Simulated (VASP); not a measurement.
# Cu in VASP: notebook, part 2 of 2

VASP 6.6.1.

**5. Relaxation of cell and atoms, r2SCAN, target pressure 40 GPa, at which the enthalpy is minimised**

This run uses another cell than the first one, of 9.66 Å³/atom, 0.834 times its volume.

Contents of POSCAR:

```
Cu
1.0
    0.0000000000      1.6903084960      1.6903084960
    1.6903084960      0.0000000000      1.6903084960
    1.6903084960      1.6903084960      0.0000000000
Cu
1
Direct
    0.0000000000      0.0000000000      0.0000000000
```

Contents of INCAR.step1:

```
SYSTEM = Cu
ALGO = Normal
EDIFF = 1E-4
ENCUT = 600
GGA = PE
ISMEAR = 0
LASPH = .True.
LCHARG = .False.
LREAL = .False.
LWAVE = .True.
NELM = 60
PREC = Accurate
SIGMA = 0.1
```

Contents of INCAR.step2:

```
SYSTEM = Cu
ALGO = Normal
EDIFF = 1E-6
EDIFFG = -0.008
ENCUT = 600
IBRION = 2
ISIF = 3
ISMEAR = 0
ISTART = 1
LASPH = .True.
LCHARG = .False.
LMIXTAU = .True.
LREAL = .False.
LWAVE = .False.
METAGGA = R2SCAN
NELM = 60
NSW = 70
PREC = Accurate
PSTRESS = 400.0
SIGMA = 0.1
```

Contents of KPOINTS:

```
k-points
0
Gamma
  22 22 22
  0 0 0
```

Potentials or basis: VASP PAW PBE potentials, release 64 (Cu).

Started as:

```sh
cat potpaw_PBE.64/Cu/POTCAR > POTCAR
cp INCAR.step1 INCAR
mpirun -np 1 vasp_std > vasp.out
cp INCAR.step2 INCAR
mpirun -np 1 vasp_std > vasp.out
```

OUTCAR:

```text
SYSTEM = Cu
   EDIFF = 1E-6
   EDIFFG = -0.008
   ENCUT = 600
   IBRION = 2
   ISIF = 3
   ISMEAR = 0
   ISTART = 1
   LASPH = .True.
   LREAL = .False.
   METAGGA = R2SCAN
   NELM = 60
   NSW = 70
   PREC = Accurate
   PSTRESS = 400.0

 ion  position               nearest neighbor table
   1  0.000  0.000  0.000-

  LATTYP: Found a face centered cubic cell.
 ALAT       =     3.3806169920

  Lattice vectors:

 A1 = (   0.0000000000,   1.6903084960,   1.6903084960)
 A2 = (   1.6903084960,   0.0000000000,   1.6903084960)
 A3 = (   1.6903084960,   1.6903084960,   0.0000000000)

Analysis of symmetry for initial positions (statically):
=====================================================================
 Subroutine PRICEL returns:
 Original cell was already a primitive cell.

 Routine SETGRP: Setting up the symmetry group for a
 face centered cubic supercell.

 Subroutine GETGRP returns: Found 48 space group operations
 (whereof 48 operations were pure point group operations)
 out of a pool of 48 trial point group operations.

The static configuration has the point symmetry O_h .

Analysis of symmetry for dynamics (positions and initial velocities):
=====================================================================
 Subroutine PRICEL returns:
 Original cell was already a primitive cell.

 Routine SETGRP: Setting up the symmetry group for a
 face centered cubic supercell.

 Subroutine GETGRP returns: Found 48 space group operations
 (whereof 48 operations were pure point group operations)
 out of a pool of 48 trial point group operations.

The dynamic configuration has the point symmetry O_h .

 Subroutine INISYM returns: Found 48 space group operations
 (whereof 48 operations are pure point group operations),
 and found     1 'primitive' translations

----------------------------------------------------------------------------------------

                                     Primitive cell

  volume of cell :       9.6589

  direct lattice vectors                    reciprocal lattice vectors
     0.000000000  1.690308496  1.690308496    -0.295803992  0.295803992  0.295803992
     1.690308496  0.000000000  1.690308496     0.295803992 -0.295803992  0.295803992
     1.690308496  1.690308496  0.000000000     0.295803992  0.295803992 -0.295803992

  length of vectors
     2.390457200  2.390457200  2.390457200     0.512347542  0.512347542  0.512347542

  position of ions in fractional coordinates (direct lattice)
     0.000000000  0.000000000  0.000000000

  ion indices of the primitive-cell ions
   primitive index   ion index
                 1           1

----------------------------------------------------------------------------------------

 KPOINTS: k-points

Automatic generation of k-mesh.
 Grid dimensions read from file:
 generate k-points for:   22   22   22

 Generating k-lattice:

  Cartesian coordinates                     Fractional coordinates (reciprocal lattice)
    -0.013445636  0.013445636  0.013445636     0.045454545  0.000000000  0.000000000
     0.013445636 -0.013445636  0.013445636     0.000000000  0.045454545  0.000000000
     0.013445636  0.013445636 -0.013445636     0.000000000  0.000000000  0.045454545

  Length of vectors
     0.023288525  0.023288525  0.023288525

  Shift w.r.t. Gamma in fractional coordinates (k-lattice)
     0.000000000  0.000000000  0.000000000

 Subroutine IBZKPT returns following result:
 ===========================================

 Found    328 irreducible k-points:

 Following reciprocal coordinates:
            Coordinates               Weight
  0.000000  0.000000  0.000000      1.000000
  0.045455  0.000000  0.000000      8.000000
  0.090909  0.000000  0.000000      8.000000
  0.136364  0.000000  0.000000      8.000000
  0.181818  0.000000  0.000000      8.000000
  0.227273  0.000000  0.000000      8.000000
[... 16 lines left out ...]
  0.500000  0.045455  0.000000     24.000000
 -0.454545  0.045455  0.000000     24.000000
 [... further k-points ...]
   k-points           NKPTS =    328   k-points in BZ     NKDIM =    328   number of bands    NBANDS=      9
   number of dos      NEDOS =    301   number of ions     NIONS =      1
   total plane-waves  NPLWV =   8000
   dimension x,y,z NGX =    20 NGY =   20 NGZ =   20
   dimension x,y,z NGXF=    40 NGYF=   40 NGZF=   40
   ions per type =               1
   NGX,Y,Z   is equivalent  to a cutoff of  13.91, 13.91, 13.91 a.u.
   NGXF,Y,Z  is equivalent  to a cutoff of  27.82, 27.82, 27.82 a.u.
 SYSTEM =  Cu
   PREC   = accura    normal or accurate (medium, high low for compatibility)
   ISTART =      1    job   : 0-new  1-cont  2-samecut
   ICHARG =      0    charge: 1-file 2-atom 10-const
   ISPIN  =      1    spin polarized calculation?
   LNONCOLLINEAR =      F non collinear calculations
   LSORBIT =      F    spin-orbit coupling
   LASPH  =      T    aspherical Exc in radial PAW
   ENCUT  =  600.0 eV  44.10 Ry    6.64 a.u.   4.77  4.77  4.77*2*pi/ulx,y,z
   NELM   =     60;   NELMIN=  2; NELMDL=  0     # of ELM steps
   EDIFF  = 0.1E-05   stopping-criterion for ELM
   LREAL  =      F    real-space projection
   EDIFFG = -.8E-02   stopping-criterion for IOM
   NSW    =     70    number of steps for IOM
   IBRION =      2    ionic relax: 0-MD 1-quasi-New 2-CG
   NFREE  =      1    steps in history (QN), initial steepest desc. (CG)
   ISIF   =      3    stress and relaxation
   ISYM   =      2    0-nonsym 1-usesym 2-fastsym
   POTIM  = 0.5000    time-step for ionic-motion
   TEBEG  =    0.0;   TEEND  =   0.0 temperature during run
   PSTRESS=  400.0 pullay stress
   NELECT =      11.0000    total number of electrons
   NUPDOWN=      -1.0000    fix difference up-down
   EMIN   =  10.00;   EMAX   =-10.00  energy-range for DOS
   EFERMI =   0.00;   METHOD = LEGACY
   ISMEAR =     0;   SIGMA  =   0.10  broadening in eV -4-tet -1-fermi 0-gaus
   EFERMI_NEDOS =   21; number of points for ismear=-14 and -15
   IALGO  =     38    algorithm
   IMIX   =      4    mixing-type and parameters
     AMIX     =   0.40;   BMIX     =  1.00
     AMIX_MAG =   1.60;   BMIX_MAG =  1.00
  volume/ion in A,a.u.               =       9.66        65.18
  Fermi-wavevector in a.u.,A,eV,Ry     =   1.709608  3.230690 39.766535  2.922758
  Thomas-Fermi vector in A             =   2.788060
   LORBIT       =      0    0 simple, 1 ext, 2 COOP (PROOUT), +10 PAW based schemes
   METAGGA = R2SCAN    functional components
   LHFCALC =     F    Hartree Fock is set to
   AEXX    =    0.0000 exact exchange contribution
   IVDW    =     0    specifies the selected vdW correction
   LEPSILON=     F    determine dielectric tensor
   LRPA    =     F    only Hartree local field effects (RPA)
 conjugate gradient relaxation of ions
 non-spin polarized calculation
 Gauss-broadening in eV      SIGMA  =   0.10
  energy-cutoff  :      600.00
  volume of cell :        9.66
 maximum number of plane-waves:       332
   NGX =  9   NGY =  9   NGZ =  9

--------------------------------------- Ionic step        1  -------------------------------------------

 number of electron      11.0000009 magnetization

 Free energy of the ion-electron system (eV)
  ---------------------------------------------------
  ext. energy  EPLUGINS =         0.00000000
  ---------------------------------------------------
  free energy    TOTEN  =       -10.61995477 eV

  energy without entropy =      -10.61871335  energy(sigma->0) =      -10.61933406

------------------------ aborting loop because EDIFF is reached ----------------------------------------

  FORCE on cell =-STRESS in cart. coord.  units (eV):
  Direction    XX          YY          ZZ          XY          YZ          ZX
  --------------------------------------------------------------------------------------
  -------------------------------------------------------------------------------------
  Total        2.5976082      2.5976082      2.5976082      0.0000000      0.0000000     -0.0000000
  in kB      430.8799668    430.8799668    430.8799668      0.0000000      0.0000000     -0.0000000
  external PRESSURE =      30.8799668 kB  Pullay stress =     400.0000000 kB
[... 24 lines left out ...]
--------------------------------------- Ionic step        2  -------------------------------------------

 number of electron      11.0000011 magnetization

 E-fermi :   9.8057     XC(G=0): -14.9561

 val. band max:        9.7746149328   @ k =   0.4545   0.2727   0.0000
 cond. band min:       9.8401226363   @ k =   0.5000   0.1818   0.0455
 fundamental gap:      0.0655077035
 Fermi energy:         9.8057066937

 k-point     1 :       0.0000    0.0000    0.0000
  band No.  band energies     occupation
      1      -1.3758      2.00000
      2       6.0056      2.00000
      3       6.0057      2.00000
      4       6.0057      2.00000
      5       7.0814      2.00000
      6       7.0814      2.00000
      7      34.5558      0.00000
      8      39.0273      0.00000
      9      39.0273      0.00000
[... 349 lines left out ...]
--------------------------------------- Ionic step        4  -------------------------------------------

 number of electron      11.0000011 magnetization

 Free energy of the ion-electron system (eV)
  ---------------------------------------------------
  ext. energy  EPLUGINS =         0.00000000
  ---------------------------------------------------
  free energy    TOTEN  =       -10.64200808 eV

  energy without entropy =      -10.64078893  energy(sigma->0) =      -10.64139851

 E-fermi :  10.0854     XC(G=0): -15.0869

 val. band max:       10.0546198324   @ k =   0.4545   0.2727   0.0000
 cond. band min:      10.1165436554   @ k =   0.5000   0.1818   0.0455
 fundamental gap:      0.0619238230
 Fermi energy:        10.0853998253

 k-point     1 :       0.0000    0.0000    0.0000
  band No.  band energies     occupation
      1      -1.2669      2.00000
      2       6.2045      2.00000
      3       6.2045      2.00000
      4       6.2045      2.00000
      5       7.3117      2.00000
      6       7.3117      2.00000
      7      34.9691      0.00000
      8      39.5951      0.00000
      9      39.5952      0.00000
[... 308 lines left out ...]
  energy  without entropy=      -10.6407889327  energy(sigma->0) =      -10.64139851

  enthalpy is  TOTEN    =        -8.2093870810 eV   P V=        2.4326209980

 reached required accuracy - stopping structural energy minimisation
```

OUTCAR.step1:

```text
SYSTEM = Cu
   EDIFF = 1E-4
   ENCUT = 600
   GGA = PE
   ISMEAR = 0
   LASPH = .True.
[... 505 lines left out ...]
 -----------------------------------------------------------------------------------
      0.00000      0.00000      0.00000         0.000000      0.000000     -0.000000
 -----------------------------------------------------------------------------------
    total drift:                               -0.000000     -0.000000     -0.000000

  FREE ENERGIE OF THE ION-ELECTRON SYSTEM (eV)
  ---------------------------------------------------
  free  energy   TOTEN  =        -3.4229500145 eV

  energy  without entropy=       -3.4216529693  energy(sigma->0) =       -3.42230149
```

It took 17 min on 1 thread of AMD EPYC 7R13, shared host; peak memory 0.13 GiB.

Results:

- Free energy: -10.6420 eV
- Relaxed volume: 9.74 Å³/atom
- Relaxed cell: a = 2.397 Å, b = 2.397 Å, c = 2.397 Å, α = 60.00°, β = 60.00°, γ = 60.00°
- Space group after relaxing (to 0.05 Å): Fm-3m (No. 225)
- Energy change on relaxing (the enthalpy is what falls): -22.1 meV/atom
- Ionic steps: 4
- Pressure after relaxing: 40.0 GPa

The path:
```tsv
step	energy change (eV)	largest force (eV/Å)	pressure (GPa)	volume (Å³)
1	0.0000	0.0000	43.09	9.66
2	-0.0632	0.0000	34.24	9.92
3	-0.0231	0.0000	39.85	9.75
4	-0.0221	0.0000	40.00	9.74
```

Final structure:
```
Cu
1.0
     0.00000    1.69524    1.69524
     1.69524    0.00000    1.69524
     1.69524    1.69524    0.00000
Cu
1
Direct
  0.00000 0.00000 0.00000
```

Caveat: the cell is relaxed towards a set pressure, so the enthalpy falls and the energy may rise; the PAW data sets were made with another functional, which shifts forces and pressure a little.

**6. Single point, r2SCAN (uniaxial strain along a: +2.0 %)**

Contents of POSCAR:

```
Cu
1.0
    1.8240977378      1.8240977378      0.0000000000
   -1.7793894599      1.7793894599      0.0000000000
    0.0000000000      0.0000000000      3.5587789199
Cu
2
Direct
    0.0000000000      0.0000000000      0.0000000000
    0.5000000000      0.5000000000      0.5000000000
```

Contents of INCAR.step1:

```
SYSTEM = Cu
  ALGO = Normal
  EDIFF = 1E-4
  ENCUT = 520
  GGA = PE
  ISMEAR = 0
  LASPH = .TRUE.
  LCHARG = .FALSE.
  LREAL = .FALSE.
  LWAVE = .TRUE.
  NBANDS = 18
  NELM = 80
  PREC = Accurate
  SIGMA = 0.1
```

Contents of INCAR.step2:

```
SYSTEM = Cu
  ALGO = Normal
  EDIFF = 1E-6
  ENCUT = 520
  ISIF = 2
  ISMEAR = 0
  ISTART = 1
  LASPH = .TRUE.
  LCHARG = .FALSE.
  LMIXTAU = .TRUE.
  LREAL = .FALSE.
  LWAVE = .FALSE.
  METAGGA = R2SCAN
  NBANDS = 18
  NELM = 80
  PREC = Accurate
  SIGMA = 0.1
```

Contents of KPOINTS:

```
k-points
0
G
  20 20 14
  0 0 0
```

Potentials or basis: VASP PAW PBE potentials, release 64 (Cu).

Started as:

```sh
cat potpaw_PBE.64/Cu/POTCAR > POTCAR
cp INCAR.step1 INCAR
mpirun -np 1 vasp_std > vasp.out
cp INCAR.step2 INCAR
mpirun -np 1 vasp_std > vasp.out
```

Wall time 8.2 min (1 thread of Intel Xeon 6975P-C (Granite Rapids), shared host); peak memory 0.41 GiB.

It converged, with:

```
Free energy            : -21.6501 eV
Pressure               : -0.9 GPa
Band gap on the k mesh : zero (band 11 reaches 14.13 eV, above the bottom of band 12 at 5.58 eV)
```

Stress tensor (GPa, compression positive):
```
-0.97 -2.25  0.00
-2.25 -0.97  0.00
 0.00  0.00 -0.74
```

Levels at points of the mesh, in eV from the Fermi level:
```tsv
k point	band 7	band 8	band 9	band 10	band 11	band 12	band 13	band 14	band 15	band 16
(0.00, 0.00, 0.00)	-2.40	-2.33	-1.79	-1.60	-1.59	1.76	7.81	13.12	14.36	18.08
(0.50, 0.00, 0.00)	-2.65	-2.65	-2.34	-2.34	-0.49	-0.49	10.21	10.21	11.67	11.67
(0.00, 0.50, 0.00)	-2.79	-2.79	-2.38	-2.38	-0.25	-0.25	10.53	10.53	11.93	11.93
(0.50, 0.50, 0.00)	-1.62	-1.62	-1.58	-1.58	1.47	1.47	7.48	7.48	14.04	14.04
(0.00, 0.00, 0.50)	-2.57	-2.57	-2.49	-2.49	-2.10	-2.10	17.45	17.45	18.63	18.63
(0.50, 0.00, 0.50)	-1.81	-1.81	-1.73	-1.73	-1.24	-1.24	3.91	3.91	22.25	22.25
(0.00, 0.50, 0.50)	-1.76	-1.76	-1.74	-1.74	-0.99	-0.99	4.26	4.26	21.73	21.73
(0.50, 0.50, 0.50)	-2.41	-2.41	-1.62	-1.62	6.45	6.45	6.64	6.64	8.61	8.61
```

Caveat: the cell differs from its parent crystal (uniaxial strain along a: +2.0 %); the PAW data sets were made with another functional, which shifts forces and pressure a little.

**7. The runs side by side**

```csv
task,cell,k mesh,cutoff (eV),gap on the mesh (eV),pressure (GPa)
single point,"a = 2.540 Å, angles 60.0°, 1 atom",20 × 20 × 20,520,none,-1.5
single point,"a = 2.396 Å, angles 60.0°, 1 atom",22 × 22 × 22,520,none,40.8
relaxation of cell and atoms,"relaxed to -2 GPa from a = 2.545 Å, angles 60.0°, 1 atom",20 × 20 × 20,600,none,-1.9
relaxation of cell and atoms,"relaxed to 40 GPa from a = 2.390 Å, angles 60.0°, 1 atom",22 × 22 × 22,600,none,40.0
single point,"a = 2.580, b = 2.516, c = 3.559 Å, 2 atoms",20 × 20 × 14,520,none,-0.9
```

Alike in all rows: level r2SCAN; potentials or basis VASP PAW PBE potentials, release 64 (Cu); no spin polarisation; smearing gaussian 0.1 eV.

Caveats: the PAW data sets were made with another functional, which shifts forces and pressure a little; the cell is relaxed towards a set pressure, so the enthalpy falls and the energy may rise (some runs).

Absolute energies hang on the potentials; compare differences alone.
